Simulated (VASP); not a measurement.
# Sb (P2_1/m) in VASP: notebook, part 2 of 2

VASP 6.6.1. The steps go on from the part before.

## 5. Single point, PBE

File INCAR:

```
SYSTEM = Sb
PREC = Accurate
ENCUT = 520
EDIFF = 1E-7
ISMEAR = 0
SIGMA = 0.1
LREAL = .False.
LASPH = .True.
NELM = 100
ALGO = Normal
ISIF = 2
LWAVE = .False.
LCHARG = .False.
GGA = PE
NBANDS = 12
```

File KPOINTS:

```
regular mesh
0
Gamma
  6 4 4
  0 0 0
```

File POSCAR:

```
Sb
1.0
    3.1224020000      0.0000000000      0.0000000000
    0.0000000000      4.3475180000      0.0000000000
   -0.0389150000      0.0000000000      4.4058520000
Sb
2
Direct
    0.9886110000      0.7500000000      0.7588340000
    0.0113890000      0.2500000000      0.2411660000
```

Potentials or basis: VASP PAW PBE potentials, release 64 (Sb).

Command:

```bash
$ cat potpaw_PBE.64/Sb/POTCAR > POTCAR
$ mpirun -np 1 vasp_std > vasp.out
```

OUTCAR:

```text
SYSTEM = Sb
   PREC = Accurate
   ENCUT = 520
   EDIFF = 1E-7
   ISMEAR = 0
   LREAL = .False.
   LASPH = .True.
   NELM = 100
   ISIF = 2
   GGA = PE

 ion  position               nearest neighbor table
   1  0.989  0.750  0.759-   2 3.04   2 3.04   2 3.15   2 3.15
   2  0.011  0.250  0.241-   1 3.04   1 3.04   1 3.15   1 3.15

  LATTYP: Found a simple monoclinic cell.
 ALAT       =     3.1224020000
 B/A-ratio  =     1.3923633152
 C/A-ratio  =     1.4111007668
 COS(beta)  =    -0.0088322263

  Lattice vectors:

 A1 = (   3.1224020000,   0.0000000000,   0.0000000000)
 A2 = (   0.0000000000,   4.3475180000,   0.0000000000)
 A3 = (  -0.0389150000,   0.0000000000,   4.4058520000)

Analysis of symmetry for initial positions (statically):
=====================================================================
 Subroutine PRICEL returns:
 Original cell was already a primitive cell.

 Routine SETGRP: Setting up the symmetry group for a
 simple monoclinic supercell.

 Subroutine GETGRP returns: Found  4 space group operations
 (whereof  2 operations were pure point group operations)
 out of a pool of  4 trial point group operations.

The static configuration has the point symmetry S_2 .
 The point group associated with its full space group is C_2h.

Analysis of symmetry for dynamics (positions and initial velocities):
=====================================================================
 Subroutine PRICEL returns:
 Original cell was already a primitive cell.

 Routine SETGRP: Setting up the symmetry group for a
 simple monoclinic supercell.

 Subroutine GETGRP returns: Found  4 space group operations
 (whereof  2 operations were pure point group operations)
 out of a pool of  4 trial point group operations.

The dynamic configuration has the point symmetry S_2 .
 The point group associated with its full space group is C_2h.

 Subroutine INISYM returns: Found  4 space group operations
 (whereof  2 operations are pure point group operations),
 and found     1 'primitive' translations

----------------------------------------------------------------------------------------

                                     Primitive cell

  volume of cell :      59.8081

  direct lattice vectors                    reciprocal lattice vectors
     3.122402000  0.000000000  0.000000000     0.320266257  0.000000000  0.002828774
     0.000000000  4.347518000  0.000000000     0.000000000  0.230016299  0.000000000
    -0.038915000  0.000000000  4.405852000     0.000000000  0.000000000  0.226970856

  length of vectors
     3.122402000  4.347518000  4.406023856     0.320278749  0.230016299  0.226970856

  position of ions in fractional coordinates (direct lattice)
     0.988611000  0.750000000  0.758834000
     0.011389000  0.250000000  0.241166000

  ion indices of the primitive-cell ions
   primitive index   ion index
                 1           1
                 2           2

----------------------------------------------------------------------------------------

 KPOINTS: regular mesh

Automatic generation of k-mesh.
 Grid dimensions read from file:
 generate k-points for:    6    4    4

 Generating k-lattice:

  Cartesian coordinates                     Fractional coordinates (reciprocal lattice)
     0.053377709  0.000000000  0.000471462     0.166666667  0.000000000  0.000000000
     0.000000000  0.057504075  0.000000000     0.000000000  0.250000000  0.000000000
     0.000000000  0.000000000  0.056742714     0.000000000  0.000000000  0.250000000

  Length of vectors
     0.053379791  0.057504075  0.056742714

  Shift w.r.t. Gamma in fractional coordinates (k-lattice)
     0.000000000  0.000000000  0.000000000

 Subroutine IBZKPT returns following result:
 ===========================================

 Found     42 irreducible k-points:

 Following reciprocal coordinates:
            Coordinates               Weight
  0.000000  0.000000  0.000000      1.000000
  0.166667  0.000000  0.000000      2.000000
  0.333333  0.000000  0.000000      2.000000
  0.500000  0.000000  0.000000      1.000000
  0.000000  0.250000  0.000000      2.000000
  0.166667  0.250000  0.000000      4.000000
[... 16 lines left out ...]
 -0.333333  0.250000  0.250000      4.000000
 -0.166667  0.250000  0.250000      4.000000
 [... further k-points ...]
   k-points           NKPTS =     42   k-points in BZ     NKDIM =     42   number of bands    NBANDS=     12
   number of dos      NEDOS =    301   number of ions     NIONS =      2
   total plane-waves  NPLWV =  27648
   dimension x,y,z NGX =    24 NGY =   32 NGZ =   36
   dimension x,y,z NGXF=    48 NGYF=   64 NGZF=   72
   ions per type =               2
   NGX,Y,Z   is equivalent  to a cutoff of  12.78, 12.24, 13.58 a.u.
   NGXF,Y,Z  is equivalent  to a cutoff of  25.56, 24.47, 27.17 a.u.
 SYSTEM =  Sb
   PREC   = accura    normal or accurate (medium, high low for compatibility)
   ISTART =      0    job   : 0-new  1-cont  2-samecut
   ICHARG =      2    charge: 1-file 2-atom 10-const
   ISPIN  =      1    spin polarized calculation?
   LNONCOLLINEAR =      F non collinear calculations
   LSORBIT =      F    spin-orbit coupling
   LASPH  =      T    aspherical Exc in radial PAW
   ENCUT  =  520.0 eV  38.22 Ry    6.18 a.u.   5.81  8.08  8.19*2*pi/ulx,y,z
   NELM   =    100;   NELMIN=  2; NELMDL= -5     # of ELM steps
   EDIFF  = 0.1E-06   stopping-criterion for ELM
   LREAL  =      F    real-space projection
   EDIFFG = 0.1E-05   stopping-criterion for IOM
   NSW    =      0    number of steps for IOM
   IBRION =     -1    ionic relax: 0-MD 1-quasi-New 2-CG
   NFREE  =      0    steps in history (QN), initial steepest desc. (CG)
   ISIF   =      2    stress and relaxation
   ISYM   =      2    0-nonsym 1-usesym 2-fastsym
   POTIM  = 0.5000    time-step for ionic-motion
   TEBEG  =    0.0;   TEEND  =   0.0 temperature during run
   PSTRESS=    0.0 pullay stress
   NELECT =      10.0000    total number of electrons
   NUPDOWN=      -1.0000    fix difference up-down
   EMIN   =  10.00;   EMAX   =-10.00  energy-range for DOS
   EFERMI =   0.00;   METHOD = LEGACY
   ISMEAR =     0;   SIGMA  =   0.10  broadening in eV -4-tet -1-fermi 0-gaus
   EFERMI_NEDOS =   21; number of points for ismear=-14 and -15
   IALGO  =     38    algorithm
   IMIX   =      4    mixing-type and parameters
     AMIX     =   0.40;   BMIX     =  1.00
     AMIX_MAG =   1.60;   BMIX_MAG =  1.00
  volume/ion in A,a.u.               =      29.90       201.80
  Fermi-wavevector in a.u.,A,eV,Ry     =   0.901893  1.704330 11.067117  0.813410
  Thomas-Fermi vector in A             =   2.025029
   LORBIT       =      0    0 simple, 1 ext, 2 COOP (PROOUT), +10 PAW based schemes
   GGA     = PE    functional components
   LHFCALC =     F    Hartree Fock is set to
   AEXX    =    0.0000 exact exchange contribution
   IVDW    =     0    specifies the selected vdW correction
   LEPSILON=     F    determine dielectric tensor
   LRPA    =     F    only Hartree local field effects (RPA)
 non-spin polarized calculation
 Gauss-broadening in eV      SIGMA  =   0.10
  energy-cutoff  :      520.00
  volume of cell :       59.81
 maximum number of plane-waves:      1648
   NGX = 11   NGY = 17   NGZ = 17

 number of electron      10.0000000 magnetization

 number of electron       9.9999999 magnetization

 Free energy of the ion-electron system (eV)
  ---------------------------------------------------
  ext. energy  EPLUGINS =         0.00000000
  ---------------------------------------------------
  free energy    TOTEN  =        -8.21056988 eV

  energy without entropy =       -8.20650671  energy(sigma->0) =       -8.20853830

 E-fermi :   7.0398     XC(G=0):  -9.6125

 val. band max:        7.0158215249   @ k =   0.1667   0.0000   0.0000
 cond. band min:       7.2898564603   @ k =   0.5000   0.2500   0.2500
 fundamental gap:      0.2740349353
 Fermi energy:         7.0398223491

 k-point     1 :       0.0000    0.0000    0.0000
  band No.  band energies     occupation
      1      -5.2700      2.00000
      2      -0.2044      2.00000
      3       3.5360      2.00000
      4       3.6658      2.00000
      5       9.2344      0.00000
      6      10.2033      0.00000
      7      10.4279      0.00000
      8      10.5642      0.00000
      9      13.8005      0.00000
     10      14.0949      0.00000
     11      14.4156      0.00000
     12      15.3806      0.00000
[... 331 lines left out ...]
 k-point    24 :      -0.1667    0.2500    0.2500
  band No.  band energies     occupation
      1      -4.0026      2.00000
      2      -1.4948      2.00000
      3       2.7254      2.00000
      4       5.5523      2.00000
      5       7.6930      0.00000
      6       7.9302      0.00000
      7      10.1493      0.00000
      8      11.6412      0.00000
      9      12.6410      0.00000
     10      14.9135      0.00000
     11      15.4992      0.00000
     12      16.9283      0.00000

 [... further k-points ...]
[... 5 lines left out ...]
  --------------------------------------------------------------------------------------
  -------------------------------------------------------------------------------------
  Total       -1.2276784      1.1120276      0.9747812      0.0000000      0.0000000      0.0136368
  in kB      -32.8878206     29.7896938     26.1130521      0.0000000      0.0000000      0.3653119
  external PRESSURE =       7.6716418 kB  Pullay stress =       0.0000000 kB

 VOLUME and BASIS-vectors are now :
 -----------------------------------------------------------------------------
  energy-cutoff  :      520.00
  volume of cell :       59.81
      direct lattice vectors                 reciprocal lattice vectors
     3.122402000  0.000000000  0.000000000     0.320266257  0.000000000  0.002828774
     0.000000000  4.347518000  0.000000000     0.000000000  0.230016299  0.000000000
    -0.038915000  0.000000000  4.405852000     0.000000000  0.000000000  0.226970856

 POSITION                                       TOTAL-FORCE (eV/Angst)
 -----------------------------------------------------------------------------------
      3.05731      3.26064      3.34331         0.029692     -0.000000     -0.064610
      0.02618      1.08688      1.06254        -0.029692      0.000000      0.064610
 -----------------------------------------------------------------------------------
    total drift:                               -0.000000      0.000000      0.000000

  FREE ENERGIE OF THE ION-ELECTRON SYSTEM (eV)
  ---------------------------------------------------
  free  energy   TOTEN  =        -8.2105698795 eV

  energy  without entropy=       -8.2065067139  energy(sigma->0) =       -8.20853830
```

OSZICAR:

```text
N       E                     dE             d eps       ncg     rms          rms(c)
DAV:   1     0.338872442844E+02    0.33887E+02   -0.35063E+03  1008   0.656E+02
DAV:   2    -0.636712970268E+01   -0.40254E+02   -0.38866E+02  1368   0.104E+02
DAV:   3    -0.818553961515E+01   -0.18184E+01   -0.17832E+01  1256   0.245E+01
DAV:   4    -0.820211207994E+01   -0.16572E-01   -0.16556E-01  1136   0.274E+00
DAV:   5    -0.820229687915E+01   -0.18480E-03   -0.18480E-03  1212   0.324E-01    0.274E+00
DAV:   6    -0.820714755187E+01   -0.48507E-02   -0.12853E-03  1144   0.254E-01    0.163E+00
DAV:   7    -0.821043753408E+01   -0.32900E-02   -0.28683E-03  1080   0.376E-01    0.822E-02
DAV:   8    -0.821056217698E+01   -0.12464E-03   -0.11992E-04  1204   0.738E-02    0.132E-02
DAV:   9    -0.821056855415E+01   -0.63772E-05   -0.69615E-06  1156   0.158E-02    0.309E-03
DAV:  10    -0.821056985493E+01   -0.13008E-05   -0.84033E-07  1184   0.511E-03    0.686E-04
DAV:  11    -0.821056987947E+01   -0.24544E-07   -0.49966E-08   864   0.133E-03
   1 F= -.82105699E+01 E0= -.82085383E+01  d E =-.406317E-02
```

Run time: 17 s. Hardware: 1 thread of Intel Xeon Platinum 8259CL at 2.50GHz (Skylake/Cascade Lake), shared host; peak memory 0.18 GiB.

What came out:

- Free energy: -8.2106 eV
- Pressure: 0.8 GPa
- Largest force: 0.071 eV/Å
- Band gap on the k mesh: zero (band 5 reaches 12.22 eV, above the bottom of band 6 at 3.63 eV)

Forces in eV/Å, atoms in the order of the input:
```
Sb   0.030  0.000 -0.065
Sb  -0.030  0.000  0.065
```

Caveat: the k points lie up to 0.36 Å⁻¹ apart; spin-orbit coupling is left out, which moves the levels of the heavy elements.

## 6. Single point, PBE

File INCAR:

```
  PREC = Accurate
  ENCUT = 520
  EDIFF = 1E-6
  ISMEAR = 0
  SIGMA = 0.1
  LREAL = F
  LASPH = T
  NELM = 60
  ALGO = Normal
  ISIF = 2
  LWAVE = F
  LCHARG = F
  GGA = PE
  NBANDS = 12
  NELECT = 8.0
```

File KPOINTS:

```
Automatic mesh
0
Gamma
  6 4 4
```

POSCAR is that of step 5.

Potentials or basis: VASP PAW PBE potentials, release 64 (Sb).

Command:

```bash
$ cat potpaw_PBE.64/Sb/POTCAR > POTCAR
$ mpirun -np 1 vasp_std > vasp.out
```

Wall time 15 s (1 thread of Intel Xeon Platinum 8259CL at 2.50GHz (Skylake/Cascade Lake), shared host); peak memory 0.18 GiB.

It converged, with:

```yaml
Free_energy: -20.7933 eV
Largest_force: 0.257 eV/Å
```

Forces on the atoms (eV/Å):
```
Sb  -0.026  0.000 -0.255
Sb   0.026  0.000  0.255
```

Levels at points of the mesh, in eV from the Fermi level:
```
           k point  band 2  band 3  band 4  band 5  band 6  band 7
(0.00, 0.00, 0.00)   -5.85   -1.77   -1.65    4.43    4.82    5.03
(0.50, 0.00, 0.00)   -3.62   -3.16   -0.06    0.06    0.17    6.50
(0.00, 0.50, 0.00)   -8.93    0.36    0.36    1.01    1.01    6.42
(0.50, 0.50, 0.00)   -6.67   -2.01   -2.01    2.15    2.15    3.18
(0.00, 0.00, 0.50)   -8.73    0.24    0.82    0.97    1.10    6.20
(0.50, 0.00, 0.50)   -6.45   -2.19   -1.87    1.98    2.61    3.20
(0.00, 0.50, 0.50)   -8.35   -3.60   -3.60    6.70    6.70    6.95
(0.50, 0.50, 0.50)   -5.99   -1.78   -1.78   -1.65   -1.65    4.58
```

Caveat: the k points lie up to 0.36 Å⁻¹ apart; the cell carries a net charge on a neutralising background, which shifts energy and pressure; the cell is charged against a uniform background, so pressure and absolute levels hang on convention; spin-orbit coupling is left out, which moves the levels of the heavy elements.
